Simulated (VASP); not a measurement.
# CuAu (P4/mmm) in VASP: notebook

The runs below take CuAu through single point, with RPBE, PBE.

All numbers are computed with VASP 6.6.1; they aren't measurements. Logs are shortened: lines on timing, memory, paths and dates and some standing lists are left out, and cuts for length are marked.

**1. The cell of the first run**

It takes space group P4/mmm (No. 123, tetragonal). The conventional cell has a = 2.800 Å, b = 2.800 Å, c = 3.670 Å, α = 90.00°, β = 90.00°, γ = 90.00°. Cu (site symmetry 4/mmm) has 8 Au at 2.70 Å and 4 Cu at 2.80 Å within 3.6 Å. Au (site symmetry 4/mmm) has 8 Cu at 2.70 Å and 4 Au at 2.80 Å within 3.6 Å.

**2. Single point, RPBE**

The input, INCAR:

```
PREC     = Accurate       # precision mode
ENCUT    = 520            # plane-wave cutoff, eV
EDIFF    = 1E-6           # SCF threshold, eV
ISMEAR   = 1              # smearing method
SIGMA    = 0.0057         # smearing width, eV
LREAL    = F              # projectors in reciprocal space
LASPH    = T              # aspherical terms in the spheres
NELM     = 100            # most SCF steps
ALGO     = Fast           # electronic algorithm
ISIF     = 2              # what is computed and relaxed
LWAVE    = F              # write WAVECAR
LCHARG   = T              # write CHGCAR
GGA      = RP             # functional
LELF     = T              # ELF
LVHAR    = T            
NBANDS   = 18             # bands
```

The input, KPOINTS:

```
Automatic mesh
0
Gamma
  6 6 4
```

The input, POSCAR:

```
CuAu
1.0
    2.8000000000      0.0000000000      0.0000000000
    0.0000000000      2.8000000000      0.0000000000
    0.0000000000      0.0000000000      3.6700000000
Cu Au
1 1
Direct
    0.5000000000      0.5000000000      0.5000000000
    0.0000000000      0.0000000000      0.0000000000
```

Potentials or basis: VASP PAW PBE potentials, release 64 (Cu, Au).

Run with:

```
> cat potpaw_PBE.64/Cu/POTCAR potpaw_PBE.64/Au/POTCAR > POTCAR
> mpirun -np 1 vasp_std > vasp.out
```

OUTCAR:

```text
PREC = Accurate
   ENCUT = 520
   EDIFF = 1E-6
   ISMEAR = 1
   LREAL = F
   LASPH = T
   NELM = 100
   ISIF = 2
   GGA = RP

 ion  position               nearest neighbor table
   1  0.500  0.500  0.500-   2 2.70   2 2.70   2 2.70   2 2.70   2 2.70   2 2.70   2 2.70   2 2.70

   2  0.000  0.000  0.000-   1 2.70   1 2.70   1 2.70   1 2.70   1 2.70   1 2.70   1 2.70   1 2.70

  LATTYP: Found a simple tetragonal cell.
 ALAT       =     2.8000000000
 C/A-ratio  =     1.3107142857

  Lattice vectors:

 A1 = (   2.8000000000,   0.0000000000,   0.0000000000)
 A2 = (   0.0000000000,   2.8000000000,   0.0000000000)
 A3 = (   0.0000000000,   0.0000000000,   3.6700000000)

Analysis of symmetry for initial positions (statically):
=====================================================================
 Subroutine PRICEL returns:
 Original cell was already a primitive cell.

 Routine SETGRP: Setting up the symmetry group for a
 simple tetragonal supercell.

 Subroutine GETGRP returns: Found 16 space group operations
 (whereof 16 operations were pure point group operations)
 out of a pool of 16 trial point group operations.

The static configuration has the point symmetry D_4h.

Analysis of symmetry for dynamics (positions and initial velocities):
=====================================================================
 Subroutine PRICEL returns:
 Original cell was already a primitive cell.

 Routine SETGRP: Setting up the symmetry group for a
 simple tetragonal supercell.

 Subroutine GETGRP returns: Found 16 space group operations
 (whereof 16 operations were pure point group operations)
 out of a pool of 16 trial point group operations.

The dynamic configuration has the point symmetry D_4h.

 Subroutine INISYM returns: Found 16 space group operations
 (whereof 16 operations are pure point group operations),
 and found     1 'primitive' translations

----------------------------------------------------------------------------------------

                                     Primitive cell

  volume of cell :      28.7728

  direct lattice vectors                    reciprocal lattice vectors
     2.800000000  0.000000000  0.000000000     0.357142857  0.000000000  0.000000000
     0.000000000  2.800000000  0.000000000     0.000000000  0.357142857  0.000000000
     0.000000000  0.000000000  3.670000000     0.000000000  0.000000000  0.272479564

  length of vectors
     2.800000000  2.800000000  3.670000000     0.357142857  0.357142857  0.272479564

  position of ions in fractional coordinates (direct lattice)
     0.500000000  0.500000000  0.500000000
     0.000000000  0.000000000  0.000000000

  ion indices of the primitive-cell ions
   primitive index   ion index
                 1           1
                 2           2

----------------------------------------------------------------------------------------

 KPOINTS: Automatic mesh

Automatic generation of k-mesh.
 Grid dimensions read from file:
 generate k-points for:    6    6    4

 Generating k-lattice:

  Cartesian coordinates                     Fractional coordinates (reciprocal lattice)
     0.059523810  0.000000000  0.000000000     0.166666667  0.000000000  0.000000000
     0.000000000  0.059523810  0.000000000     0.000000000  0.166666667  0.000000000
     0.000000000  0.000000000  0.068119891     0.000000000  0.000000000  0.250000000

  Length of vectors
     0.059523810  0.059523810  0.068119891

  Shift w.r.t. Gamma in fractional coordinates (k-lattice)
     0.000000000  0.000000000  0.000000000

 Subroutine IBZKPT returns following result:
 ===========================================

 Found     30 irreducible k-points:

 Following reciprocal coordinates:
            Coordinates               Weight
  0.000000  0.000000  0.000000      1.000000
  0.166667  0.000000  0.000000      4.000000
  0.333333  0.000000  0.000000      4.000000
  0.500000  0.000000  0.000000      2.000000
  0.166667  0.166667  0.000000      4.000000
  0.333333  0.166667  0.000000      8.000000
[... 16 lines left out ...]
  0.333333  0.000000  0.500000      4.000000
  0.500000  0.000000  0.500000      2.000000
 [... further k-points ...]
   k-points           NKPTS =     30   k-points in BZ     NKDIM =     30   number of bands    NBANDS=     18
   number of dos      NEDOS =    301   number of ions     NIONS =      2
   total plane-waves  NPLWV =  16128
   dimension x,y,z NGX =    24 NGY =   24 NGZ =   28
   dimension x,y,z NGXF=    48 NGYF=   48 NGZF=   56
   ions per type =               1   1
   NGX,Y,Z   is equivalent  to a cutoff of  14.25, 14.25, 12.68 a.u.
   NGXF,Y,Z  is equivalent  to a cutoff of  28.50, 28.50, 25.37 a.u.
 SYSTEM =  unknown system
   PREC   = accura    normal or accurate (medium, high low for compatibility)
   ISTART =      0    job   : 0-new  1-cont  2-samecut
   ICHARG =      2    charge: 1-file 2-atom 10-const
   ISPIN  =      1    spin polarized calculation?
   LNONCOLLINEAR =      F non collinear calculations
   LSORBIT =      F    spin-orbit coupling
   LASPH  =      T    aspherical Exc in radial PAW
   ENCUT  =  520.0 eV  38.22 Ry    6.18 a.u.   5.21  5.21  6.82*2*pi/ulx,y,z
   NELM   =    100;   NELMIN=  2; NELMDL= -5     # of ELM steps
   EDIFF  = 0.1E-05   stopping-criterion for ELM
   LREAL  =      F    real-space projection
   EDIFFG = 0.1E-04   stopping-criterion for IOM
   NSW    =      0    number of steps for IOM
   IBRION =     -1    ionic relax: 0-MD 1-quasi-New 2-CG
   NFREE  =      0    steps in history (QN), initial steepest desc. (CG)
   ISIF   =      2    stress and relaxation
   ISYM   =      2    0-nonsym 1-usesym 2-fastsym
   POTIM  = 0.5000    time-step for ionic-motion
   TEBEG  =    0.0;   TEEND  =   0.0 temperature during run
   PSTRESS=    0.0 pullay stress
   NELECT =      22.0000    total number of electrons
   NUPDOWN=      -1.0000    fix difference up-down
   EMIN   =  10.00;   EMAX   =-10.00  energy-range for DOS
   EFERMI =   0.00;   METHOD = LEGACY
   ISMEAR =     1;   SIGMA  =   0.01  broadening in eV -4-tet -1-fermi 0-gaus
   EFERMI_NEDOS =   21; number of points for ismear=-14 and -15
   IALGO  =     68    algorithm
   IMIX   =      4    mixing-type and parameters
     AMIX     =   0.40;   BMIX     =  1.00
     AMIX_MAG =   1.60;   BMIX_MAG =  1.00
  volume/ion in A,a.u.               =      14.39        97.08
  Fermi-wavevector in a.u.,A,eV,Ry     =   1.497000  2.828919 30.490762  2.241008
  Thomas-Fermi vector in A             =   2.608944
   LORBIT       =      0    0 simple, 1 ext, 2 COOP (PROOUT), +10 PAW based schemes
   GGA     = RP    functional components
   LHFCALC =     F    Hartree Fock is set to
   AEXX    =    0.0000 exact exchange contribution
   IVDW    =     0    specifies the selected vdW correction
   LEPSILON=     F    determine dielectric tensor
   LRPA    =     F    only Hartree local field effects (RPA)
 non-spin polarized calculation
 RMM-DIIS sequential band-by-band and
 Methfessel and Paxton  Order N= 1 SIGMA  =   0.01
  energy-cutoff  :      520.00
  volume of cell :       28.77
 maximum number of plane-waves:       800
 NGX is ok and might be reduce to    24
   NGX = 11   NGY = 11   NGZ = 13

 number of electron      22.0000009 magnetization

 Free energy of the ion-electron system (eV)
  ---------------------------------------------------
  ext. energy  EPLUGINS =         0.00000000
  ---------------------------------------------------
  free energy    TOTEN  =        -5.88612359 eV

  energy without entropy =       -5.88609183  energy(sigma->0) =       -5.88611301

 E-fermi :   9.0539     XC(G=0): -12.6269

 val. band max:        9.0399075714   @ k =   0.5000   0.1667   0.0000
 cond. band min:       9.0567756622   @ k =   0.3333   0.1667   0.5000
 fundamental gap:      0.0168680909
 Fermi energy:         9.0538667128

 k-point     1 :       0.0000    0.0000    0.0000
  band No.  band energies     occupation
      1      -0.8190      2.00000
      2       2.3589      2.00000
      3       2.4857      2.00000
      4       4.9202      2.00000
      5       4.9202      2.00000
      6       6.0161      2.00000
[... 10 lines left out ...]
     17      25.9998      0.00000
     18      26.4271      0.00000

 k-point     2 :       0.1667    0.0000    0.0000
  band No.  band energies     occupation
      1      -0.1873      2.00000
      2       2.6056      2.00000
      3       2.9216      2.00000
      4       4.5367      2.00000
      5       5.0686      2.00000
      6       5.7468      2.00000
[... 10 lines left out ...]
     17      26.3829      0.00000
     18      28.3276      0.00000

 k-point     3 :       0.3333    0.0000    0.0000
  band No.  band energies     occupation
      1       1.3270      2.00000
      2       3.1058      2.00000
      3       3.7731      2.00000
      4       4.0260      2.00000
      5       5.1890      2.00000
      6       5.4396      2.00000
[... 10 lines left out ...]
     17      23.5934      0.00000
     18      26.4657      0.00000

 k-point     4 :       0.5000    0.0000    0.0000
  band No.  band energies     occupation
      1       2.2684      2.00000
      2       3.4175      2.00000
      3       3.5957      2.00000
      4       4.4974      2.00000
      5       4.9152      2.00000
      6       5.7076      2.00000
[... 375 lines left out ...]
      4       5.1383      2.00000
      5       5.1622      2.00000
      6       5.2080      2.00000
[... 10 lines left out ...]
     17      24.8043      0.00000
     18      27.5575      0.00000

 k-point    23 :       0.3333    0.0000    0.5000
  band No.  band energies     occupation
      1       2.1822      2.00000
      2       2.2888      2.00000
      3       4.8208      2.00000
      4       4.8843      2.00000
      5       4.9781      2.00000
      6       5.1656      2.00000
[... 10 lines left out ...]
     17      26.0140      0.00000
     18      27.3605      0.00000

 k-point    24 :       0.5000    0.0000    0.5000
  band No.  band energies     occupation
      1       1.9938      2.00000
      2       2.3341      2.00000
      3       4.5031      2.00000
      4       4.8942      2.00000
      5       4.9070      2.00000
      6       6.3113      2.00000
[... 10 lines left out ...]
     17      25.4148      0.00000
     18      28.1759      0.00000

 [... further k-points ...]
[... 5 lines left out ...]
  --------------------------------------------------------------------------------------
  -------------------------------------------------------------------------------------
  Total        2.3913353      2.3913353      1.5578365      0.0000000      0.0000000     -0.0000000
  in kB      133.1585118    133.1585118     86.7461762      0.0000000      0.0000000     -0.0000000
  external PRESSURE =     117.6877333 kB  Pullay stress =       0.0000000 kB

 VOLUME and BASIS-vectors are now :
 -----------------------------------------------------------------------------
  energy-cutoff  :      520.00
  volume of cell :       28.77
      direct lattice vectors                 reciprocal lattice vectors
     2.800000000  0.000000000  0.000000000     0.357142857  0.000000000  0.000000000
     0.000000000  2.800000000  0.000000000     0.000000000  0.357142857  0.000000000
     0.000000000  0.000000000  3.670000000     0.000000000  0.000000000  0.272479564

 POSITION                                       TOTAL-FORCE (eV/Angst)
 -----------------------------------------------------------------------------------
      1.40000      1.40000      1.83500         0.000000      0.000000      0.000000
      0.00000      0.00000      0.00000         0.000000      0.000000      0.000000
 -----------------------------------------------------------------------------------
    total drift:                                0.000000      0.000000     -0.000000

  FREE ENERGIE OF THE ION-ELECTRON SYSTEM (eV)
  ---------------------------------------------------
  free  energy   TOTEN  =        -5.8861235937 eV

  energy  without entropy=       -5.8860918293  energy(sigma->0) =       -5.88611301
```

It took 15 s on 1 thread of Intel Xeon Platinum 8488C (Sapphire Rapids), shared host; peak memory 0.15 GiB.

Results:

```yaml
Free_energy: -5.8861 eV
Pressure: 11.8 GPa
Band_gap_on_the_k_mesh: zero (band 11 reaches 14.53 eV, above the bottom of band 12 at 7.03 eV)
```

Caveat: the k points lie up to 0.43 Å⁻¹ apart; the PAW data sets were made with another functional, which shifts forces and pressure a little; spin-orbit coupling is left out, which moves the levels of the heavy elements.

**3. Single point, PBE**

The input, INCAR:

```
PREC = Accurate ; ENCUT = 520
EDIFF = 1E-6 ; ISMEAR = 0
SIGMA = 0.1 ; LREAL = False
LASPH = True ; NELM = 100
ALGO = Fast ; ISIF = 2
LWAVE = False ; LCHARG = False
GGA = PE ; NBANDS = 18
```

The input, KPOINTS:

```
regular mesh
0
Gamma
  6 6 4
```

POSCAR is that of step 2.

Potentials or basis: VASP PAW PBE potentials, release 64 (Cu, Au).

Run with:

```
> cat potpaw_PBE.64/Cu/POTCAR potpaw_PBE.64/Au/POTCAR > POTCAR
> mpirun -np 1 vasp_std > vasp.out
```

It took 14 s on 1 thread of Intel Xeon Platinum 8488C (Sapphire Rapids), shared host; peak memory 0.15 GiB.

The run converged. Its results:

- Free energy: -6.9915 eV
- Pressure: 7.6 GPa
- Band gap on the k mesh: zero (band 11 reaches 14.33 eV, above the bottom of band 12 at 6.91 eV)

Stress tensor (GPa, compression positive):
```
8.77 0.00 0.00
0.00 8.77 0.00
0.00 0.00 5.31
```

Levels at points of the mesh, in eV from the Fermi level:
```csv
k point,band 7,band 8,band 9,band 10,band 11,band 12,band 13,band 14,band 15,band 16
"(0.00, 0.00, 0.00)",-2.88,-2.17,-1.72,-1.49,-1.49,2.08,8.13,10.06,10.06,16.82
"(0.50, 0.00, 0.00)",-3.08,-3.01,-2.45,-2.23,-0.88,-0.14,9.46,9.55,11.42,11.46
"(0.50, 0.50, 0.00)",-1.67,-1.67,-1.39,-1.39,0.63,0.63,5.21,6.94,10.12,11.65
"(0.00, 0.00, 0.50)",-3.26,-2.78,-2.39,-2.36,-2.36,-2.01,14.39,14.66,14.66,15.19
"(0.50, 0.00, 0.50)",-1.87,-1.75,-1.62,-1.58,-1.10,-1.10,2.71,4.45,15.90,16.30
"(0.50, 0.50, 0.50)",-3.23,-2.18,-1.66,-1.66,5.41,5.52,5.52,6.25,6.92,7.06
```

Caveat: the k points lie up to 0.43 Å⁻¹ apart; spin-orbit coupling is left out, which moves the levels of the heavy elements.
